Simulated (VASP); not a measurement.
# Sn2P (C2/m) in VASP: notebook

The runs below take Sn2P through relaxation of cell and atoms, single point, with PBE.

Program: VASP 6.6.1. These are calculated values, not measurements. Logs are shortened: lines on timing, memory, paths and dates and some standing lists are left out, and cuts for length are marked.

## Step 1: The cell of the first run

Symmetry: C2/m, No. 12, monoclinic system. The conventional cell has a = 6.844 Å, b = 3.951 Å, c = 6.742 Å, α = 90.00°, β = 109.55°, γ = 90.00°. Within 4.2 Å of Sn (site symmetry m) lie 3 P at 2.70 to 2.74 Å and 12 Sn at 3.68 to 4.16 Å. P (site symmetry 2/m) has 6 Sn at 2.70 to 2.74 Å within 3.6 Å.

## Step 2: Relaxation of cell and atoms, PBE

Contents of INCAR:

```
ALGO     = Normal         # electronic algorithm
EDIFF    = 1E-6           # SCF threshold, eV
EDIFFG   = -0.04          # ionic threshold
ENCUT    = 600            # plane-wave cutoff, eV
GGA      = PE             # functional
IBRION   = 2              # ionic algorithm
ISIF     = 3              # what is computed and relaxed
ISMEAR   = 0              # smearing method
LASPH    = T              # aspherical terms in the spheres
LCHARG   = F              # write CHGCAR
LREAL    = F              # projectors in reciprocal space
LWAVE    = F              # write WAVECAR
NELM     = 60             # most SCF steps
NSW      = 90             # ionic steps
PREC     = Accurate       # precision mode
SIGMA    = 0.1            # smearing width, eV
```

Contents of KPOINTS:

```
k-points
0
Gamma
  6 6 4
```

Contents of POSCAR:

```
Sn2P
1.0
    3.4221849043     -1.9752985476      0.0000000000
    3.4221849043      1.9752985476      0.0000000000
   -2.2564492105      0.0000000000      6.3528931244
Sn P
2 1
Direct
    0.7380000000      0.7380000000      0.2310000000
    0.2620000000      0.2620000000      0.7690000000
    0.0000000000      0.0000000000      0.0000000000
```

Potentials or basis: VASP PAW PBE potentials, release 64 (Sn_d, P).

Started as:

```console
> cat potpaw_PBE.64/Sn_d/POTCAR potpaw_PBE.64/P/POTCAR > POTCAR
> mpirun -np 1 vasp_std > vasp.out
```

OUTCAR:

```text
EDIFF = 1E-6
   EDIFFG = -0.04
   ENCUT = 600
   GGA = PE
   IBRION = 2
   ISIF = 3
   ISMEAR = 0
   LASPH = T
   LREAL = F
   NELM = 60
   NSW = 90
   PREC = Accurate

 ion  position               nearest neighbor table
   1  0.738  0.738  0.231-   3 2.70   3 2.70   3 2.74   2 3.68   2 3.74   2 3.74
   2  0.262  0.262  0.769-   3 2.70   3 2.70   3 2.74   1 3.68   1 3.74   1 3.74
   3  0.000  0.000  0.000-   1 2.70   1 2.70   2 2.70   2 2.70   1 2.74   2 2.74

  LATTYP: Found a base centered monoclinic cell.
 ALAT       =     6.8443698086
 B/A-ratio  =     0.5772039217
 C/A-ratio  =     0.9850025761
 COS(beta)  =    -0.3346992424

  Lattice vectors:

 A1 = (   3.4221849043,  -1.9752985476,   0.0000000000)
 A2 = (   3.4221849043,   1.9752985476,   0.0000000000)
 A3 = (  -2.2564492105,   0.0000000000,   6.3528931244)

Analysis of symmetry for initial positions (statically):
=====================================================================
 Subroutine PRICEL returns:
 Original cell was already a primitive cell.

 Routine SETGRP: Setting up the symmetry group for a
 base centered monoclinic supercell.

 Subroutine GETGRP returns: Found  4 space group operations
 (whereof  4 operations were pure point group operations)
 out of a pool of  4 trial point group operations.

The static configuration has the point symmetry C_2h.

Analysis of symmetry for dynamics (positions and initial velocities):
=====================================================================
 Subroutine PRICEL returns:
 Original cell was already a primitive cell.

 Routine SETGRP: Setting up the symmetry group for a
 base centered monoclinic supercell.

 Subroutine GETGRP returns: Found  4 space group operations
 (whereof  4 operations were pure point group operations)
 out of a pool of  4 trial point group operations.

The dynamic configuration has the point symmetry C_2h.

 Subroutine INISYM returns: Found  4 space group operations
 (whereof  4 operations are pure point group operations),
 and found     1 'primitive' translations

----------------------------------------------------------------------------------------

                                     Primitive cell

  volume of cell :      85.8890

  direct lattice vectors                    reciprocal lattice vectors
     3.422184904 -1.975298548  0.000000000     0.146105489 -0.253126294  0.051894406
     3.422184904  1.975298548  0.000000000     0.146105489  0.253126294  0.051894406
    -2.256449211  0.000000000  6.352893124     0.000000000  0.000000000  0.157408598

  length of vectors
     3.951348361  3.951348361  6.741721894     0.296837942  0.296837942  0.157408598

  position of ions in fractional coordinates (direct lattice)
     0.738000000  0.738000000  0.231000000
     0.262000000  0.262000000  0.769000000
     0.000000000  0.000000000  0.000000000

  ion indices of the primitive-cell ions
   primitive index   ion index
                 1           1
                 2           2
                 3           3

----------------------------------------------------------------------------------------

 KPOINTS: k-points

Automatic generation of k-mesh.
 Grid dimensions read from file:
 generate k-points for:    6    6    4

 Generating k-lattice:

  Cartesian coordinates                     Fractional coordinates (reciprocal lattice)
     0.024350915 -0.042187716  0.008649068     0.166666667 -0.000000000  0.000000000
     0.024350915  0.042187716  0.008649068    -0.000000000  0.166666667  0.000000000
     0.000000000  0.000000000  0.039352150     0.000000000  0.000000000  0.250000000

  Length of vectors
     0.049472990  0.049472990  0.039352150

  Shift w.r.t. Gamma in fractional coordinates (k-lattice)
     0.000000000  0.000000000  0.000000000

 Subroutine IBZKPT returns following result:
 ===========================================

 Found     47 irreducible k-points:

 Following reciprocal coordinates:
            Coordinates               Weight
  0.000000  0.000000  0.000000      1.000000
  0.166667  0.000000  0.000000      4.000000
  0.333333  0.000000 -0.000000      4.000000
  0.500000  0.000000  0.000000      2.000000
  0.166667  0.166667  0.000000      2.000000
  0.333333  0.166667 -0.000000      4.000000
[... 16 lines left out ...]
 -0.333333  0.166667  0.250000      4.000000
 -0.166667  0.166667  0.250000      4.000000
 [... further k-points ...]
   k-points           NKPTS =     47   k-points in BZ     NKDIM =     47   number of bands    NBANDS=     20
   number of dos      NEDOS =    301   number of ions     NIONS =      3
   total plane-waves  NPLWV =  55296
   dimension x,y,z NGX =    32 NGY =   32 NGZ =   54
   dimension x,y,z NGXF=    64 NGYF=   64 NGZF=  108
   ions per type =               2   1
   NGX,Y,Z   is equivalent  to a cutoff of  13.46, 13.46, 13.32 a.u.
   NGXF,Y,Z  is equivalent  to a cutoff of  26.93, 26.93, 26.63 a.u.
 SYSTEM =  unknown system
   PREC   = accura    normal or accurate (medium, high low for compatibility)
   ISTART =      0    job   : 0-new  1-cont  2-samecut
   ICHARG =      2    charge: 1-file 2-atom 10-const
   ISPIN  =      1    spin polarized calculation?
   LNONCOLLINEAR =      F non collinear calculations
   LSORBIT =      F    spin-orbit coupling
   LASPH  =      T    aspherical Exc in radial PAW
   ENCUT  =  600.0 eV  44.10 Ry    6.64 a.u.   7.89  7.89 13.46*2*pi/ulx,y,z
   NELM   =     60;   NELMIN=  2; NELMDL= -5     # of ELM steps
   EDIFF  = 0.1E-05   stopping-criterion for ELM
   LREAL  =      F    real-space projection
   EDIFFG = -.4E-01   stopping-criterion for IOM
   NSW    =     90    number of steps for IOM
   IBRION =      2    ionic relax: 0-MD 1-quasi-New 2-CG
   NFREE  =      1    steps in history (QN), initial steepest desc. (CG)
   ISIF   =      3    stress and relaxation
   ISYM   =      2    0-nonsym 1-usesym 2-fastsym
   POTIM  = 0.5000    time-step for ionic-motion
   TEBEG  =    0.0;   TEEND  =   0.0 temperature during run
   PSTRESS=    0.0 pullay stress
   NELECT =      33.0000    total number of electrons
   NUPDOWN=      -1.0000    fix difference up-down
   EMIN   =  10.00;   EMAX   =-10.00  energy-range for DOS
   EFERMI =   0.00;   METHOD = LEGACY
   ISMEAR =     0;   SIGMA  =   0.10  broadening in eV -4-tet -1-fermi 0-gaus
   EFERMI_NEDOS =   21; number of points for ismear=-14 and -15
   IALGO  =     38    algorithm
   IMIX   =      4    mixing-type and parameters
     AMIX     =   0.40;   BMIX     =  1.00
     AMIX_MAG =   1.60;   BMIX_MAG =  1.00
  volume/ion in A,a.u.               =      28.63       193.20
  Fermi-wavevector in a.u.,A,eV,Ry     =   1.190146  2.249050 19.271937  1.416447
  Thomas-Fermi vector in A             =   2.326237
   LORBIT       =      0    0 simple, 1 ext, 2 COOP (PROOUT), +10 PAW based schemes
   GGA     = PE    functional components
   LHFCALC =     F    Hartree Fock is set to
   AEXX    =    0.0000 exact exchange contribution
   IVDW    =     0    specifies the selected vdW correction
   LEPSILON=     F    determine dielectric tensor
   LRPA    =     F    only Hartree local field effects (RPA)
 conjugate gradient relaxation of ions
 non-spin polarized calculation
 Gauss-broadening in eV      SIGMA  =   0.10
  energy-cutoff  :      600.00
  volume of cell :       85.89
 maximum number of plane-waves:      2887
   NGX = 15   NGY = 15   NGZ = 27

--------------------------------------- Ionic step        1  -------------------------------------------

 number of electron      32.9999998 magnetization

 Free energy of the ion-electron system (eV)
  ---------------------------------------------------
  ext. energy  EPLUGINS =         0.00000000
  ---------------------------------------------------
  free energy    TOTEN  =       -12.53384355 eV

  energy without entropy =      -12.52758380  energy(sigma->0) =      -12.53071367

------------------------ aborting loop because EDIFF is reached ----------------------------------------

  FORCE on cell =-STRESS in cart. coord.  units (eV):
  Direction    XX          YY          ZZ          XY          YZ          ZX
  --------------------------------------------------------------------------------------
  -------------------------------------------------------------------------------------
  Total        0.4765602      1.0639752      1.1711553      0.0000000      0.0000000      0.3924037
  in kB        8.8897711     19.8474330     21.8467738      0.0000000      0.0000000      7.3199124
  external PRESSURE =      16.8613260 kB  Pullay stress =       0.0000000 kB
[... 92 lines left out ...]
  FREE ENERGIE OF THE ION-ELECTRON SYSTEM (eV)
  ---------------------------------------------------
  free  energy   TOTEN  =       -12.6264827262 eV

  energy  without entropy=      -12.6207681893  energy(sigma->0) =      -12.62362546

 E-fermi :   7.0685     XC(G=0):  -9.9485

 val. band max:        7.0174435241   @ k =   0.3333   0.0000   0.5000
 cond. band min:       7.1032307735   @ k =  -0.3333   0.1667   0.2500
 fundamental gap:      0.0857872494
 Fermi energy:         7.0684526007

 k-point     1 :       0.0000    0.0000    0.0000
  band No.  band energies     occupation
      1     -14.5375      2.00000
      2     -14.5283      2.00000
      3     -14.5245      2.00000
      4     -14.5233      2.00000
      5     -14.5031      2.00000
      6     -14.4978      2.00000
[... 12 lines left out ...]
     19       9.9990      0.00000
[... 513 lines left out ...]
      4     -14.5077      2.00000
      5     -14.5021      2.00000
      6     -14.4977      2.00000
[... 12 lines left out ...]
     19       9.2350      0.00000
     20      10.6078      0.00000

 [... further k-points ...]

[... ionic steps 4 to 14 ...]

--------------------------------------- Ionic step       15  -------------------------------------------

 number of electron      33.0000001 magnetization

------------------------ aborting loop because EDIFF is reached ----------------------------------------

  FORCE on cell =-STRESS in cart. coord.  units (eV):
  Direction    XX          YY          ZZ          XY          YZ          ZX
  --------------------------------------------------------------------------------------
  -------------------------------------------------------------------------------------
  Total       -0.0726544     -0.0238539     -0.1532541      0.0000000      0.0000000     -0.0278816
  in kB       -1.5575761     -0.5113836     -3.2854837      0.0000000      0.0000000     -0.5977291
  external PRESSURE =      -1.7848144 kB  Pullay stress =       0.0000000 kB
[... 59 lines left out ...]
  energy  without entropy=      -12.9740729648  energy(sigma->0) =      -12.97667383

--------------------------------------- Ionic step       17  -------------------------------------------

 number of electron      33.0000005 magnetization

 Free energy of the ion-electron system (eV)
  ---------------------------------------------------
  ext. energy  EPLUGINS =         0.00000000
  ---------------------------------------------------
  free energy    TOTEN  =       -12.98000224 eV

  energy without entropy =      -12.97451840  energy(sigma->0) =      -12.97726032

 E-fermi :   7.4258     XC(G=0): -10.1240

 val. band max:        7.3866376000   @ k =  -0.1667   0.3333   0.2500
 cond. band min:       7.4730819504   @ k =  -0.3333   0.3333   0.5000
 fundamental gap:      0.0864443504
 Fermi energy:         7.4257898713

 k-point     1 :       0.0000    0.0000    0.0000
  band No.  band energies     occupation
      1     -14.1671      2.00000
      2     -14.1623      2.00000
      3     -14.1506      2.00000
      4     -14.1485      2.00000
      5     -14.1223      2.00000
      6     -14.0990      2.00000
[... 12 lines left out ...]
     19       9.4447      0.00000
[... 513 lines left out ...]
      4     -14.1297      2.00000
      5     -14.1074      2.00000
      6     -14.0995      2.00000
[... 12 lines left out ...]
     19       9.6645      0.00000
     20      10.6198      0.00000

 [... further k-points ...]

------------------------ aborting loop because EDIFF is reached ----------------------------------------

  FORCE on cell =-STRESS in cart. coord.  units (eV):
  Direction    XX          YY          ZZ          XY          YZ          ZX
  --------------------------------------------------------------------------------------
  -------------------------------------------------------------------------------------
  Total       -0.0382695      0.0035359     -0.0846606      0.0000000      0.0000000      0.0034403
  in kB       -0.8218124      0.0759322     -1.8180329      0.0000000      0.0000000      0.0738785
  external PRESSURE =      -0.8546377 kB  Pullay stress =       0.0000000 kB
[... 18 lines left out ...]
  FREE ENERGIE OF THE ION-ELECTRON SYSTEM (eV)
  ---------------------------------------------------
  free  energy   TOTEN  =       -12.9800022357 eV

  energy  without entropy=      -12.9745183955  energy(sigma->0) =      -12.97726032

 reached required accuracy - stopping structural energy minimisation
```

Run time: 20 min. Hardware: 1 thread of Intel Xeon 8259CL, shared host; peak memory 0.31 GiB.

Results:

```
Free energy                           : -12.9800 eV
Relaxed volume                        : 24.87 Å³/atom
Relaxed cell                          : a = 3.893 Å, b = 3.893 Å, c = 6.159 Å, α = 108.76°, β = 108.76°, γ = 59.34°
Space group after relaxing (to 0.1 Å) : R-3m (No. 166)
Energy gained by relaxing             : 148.7 meV/atom
Ionic steps                           : 17
Pressure after relaxing               : -0.1 GPa
Largest force after relaxing          : 0.027 eV/Å
Band gap on the k mesh                : zero (an odd number of electrons rules out a gap without spin polarisation)
```

Forces on the atoms (eV/Å):
```
Sn   0.027  0.000  0.006
Sn  -0.027  0.000 -0.006
P    0.000  0.000  0.000
```

The path:
```csv
step,energy change (eV),largest force (eV/Å),pressure (GPa),volume (Å³)
1,0.0000,1.1125,1.69,85.89
2,-0.0916,0.4919,-1.54,89.68
3,-0.0926,0.4268,-1.85,90.12
4,-0.1607,0.4435,-1.60,87.18
5,-0.2946,0.2714,-0.10,78.74
6,-0.2953,0.2277,0.32,77.22
7,-0.3565,0.0097,0.53,74.92
8,-0.3855,0.2733,1.18,72.61
9,-0.4270,0.2565,-0.08,74.47
10,-0.4301,0.2578,0.15,74.10
11,-0.4405,0.1056,-0.17,74.59
12,-0.4405,0.1082,-0.13,74.59
13,-0.4432,0.0707,0.13,74.32
14,-0.4440,0.0783,0.31,74.13
15,-0.4454,0.0416,-0.18,74.73
16,-0.4454,0.0438,-0.17,74.72
17,-0.4462,0.0272,-0.09,74.61
```

Final structure:
```
Sn P
1.0
     3.38293   -1.92720   -0.01428
     3.38293    1.92720   -0.01428
    -2.25575    0.00000    5.73142
Sn P
2 1
Direct
  0.76351 0.76351 0.28939
  0.23649 0.23649 0.71061
  0.00000 0.00000 0.00000
```

Levels at points of the mesh, in eV from the Fermi level:
```
           k point  band 12  band 13  band 14  band 15  band 16  band 17  band 18  band 19  band 20
(0.00, 0.00, 0.00)    -7.35    -7.16    -0.96    -0.91     0.88     1.66     1.88     2.02     4.95
(0.50, 0.00, 0.00)    -7.79    -6.30    -4.47    -2.33    -1.68    -1.09     0.55     1.12     2.04
(0.50, 0.50, 0.00)    -8.17    -5.93    -5.20    -2.58    -1.40    -1.19     2.97     3.33     3.87
(0.00, 0.00, 0.50)    -9.72    -2.83    -2.01    -1.10    -1.05     2.72     2.84     3.10     3.88
(0.50, 0.00, 0.50)    -8.12    -5.90    -5.18    -2.70    -1.41    -1.30     2.82     3.25     3.88
(0.50, 0.50, 0.50)    -7.83    -6.29    -4.50    -2.23    -1.74    -1.16     0.71     1.24     2.21
```

Caveat: spin-orbit coupling is left out, which moves the levels of the heavy elements.

## Step 3: Single point, PBE

This run uses another cell than the first one, of 25.02 Å³/atom.

Contents of INCAR:

```
ALGO = Normal
EDIFF = 1E-7
ENCUT = 520
GGA = PE
ISIF = 2
ISMEAR = 0
LASPH = T
LCHARG = F
LREAL = F
LWAVE = F
NBANDS = 24
NELM = 80
PREC = Accurate
SIGMA = 0.1
```

Contents of KPOINTS:

```
k-points
0
Gamma
  14 14 8
```

Contents of POSCAR:

```
Sn2P
1.0
    3.3506663439     -1.9258499426      0.0187275138
    3.3506663439      1.9258499426      0.0187275138
   -2.2588668152      0.0000000000      5.8022849072
Sn P
2 1
Direct
    0.7623189200      0.7623189200      0.2860647608
    0.2376810800      0.2376810800      0.7139352392
    0.0000000000      0.0000000000      0.0000000000
```

Potentials or basis: VASP PAW PBE potentials, release 64 (Sn_d, P).

Started as:

```console
> cat potpaw_PBE.64/Sn_d/POTCAR potpaw_PBE.64/P/POTCAR > POTCAR
> mpirun -np 1 vasp_std > vasp.out
```

It took 13 min on 1 thread of Intel Xeon 8259CL, shared host; peak memory 0.7 GiB.

The run converged. Its results:

- Free energy: -12.9427 eV
- Pressure: 0.0 GPa
- Band gap on the k mesh: zero (an odd number of electrons rules out a gap without spin polarisation)

Forces on the atoms (eV/Å):
```
Sn  -0.002  0.000  0.001
Sn   0.002  0.000 -0.001
P    0.000  0.000  0.000
```

Levels at points of the mesh, in eV from the Fermi level:
```csv
k point,band 12,band 13,band 14,band 15,band 16,band 17,band 18,band 19,band 20,band 21
"(0.00, 0.00, 0.00)",-7.56,-7.19,-0.96,-0.93,0.89,1.57,2.01,2.05,5.00,5.03
"(0.50, 0.00, 0.00)",-7.85,-6.31,-4.55,-2.35,-1.82,-1.23,0.66,1.05,2.05,6.50
"(0.50, 0.50, 0.00)",-8.18,-5.95,-5.23,-2.62,-1.58,-1.30,2.78,3.24,3.35,3.61
"(0.00, 0.00, 0.50)",-9.72,-3.04,-2.21,-1.09,-1.05,2.76,2.80,2.94,4.05,4.10
"(0.50, 0.00, 0.50)",-8.14,-5.94,-5.22,-2.67,-1.56,-1.33,2.73,3.21,3.30,3.61
"(0.50, 0.50, 0.50)",-7.87,-6.33,-4.56,-2.31,-1.82,-1.23,0.71,1.10,2.10,6.51
```

Caveat: spin-orbit coupling is left out, which moves the levels of the heavy elements.

The gap in the log of VASP goes by the Fermi energy; the results here count the filled bands.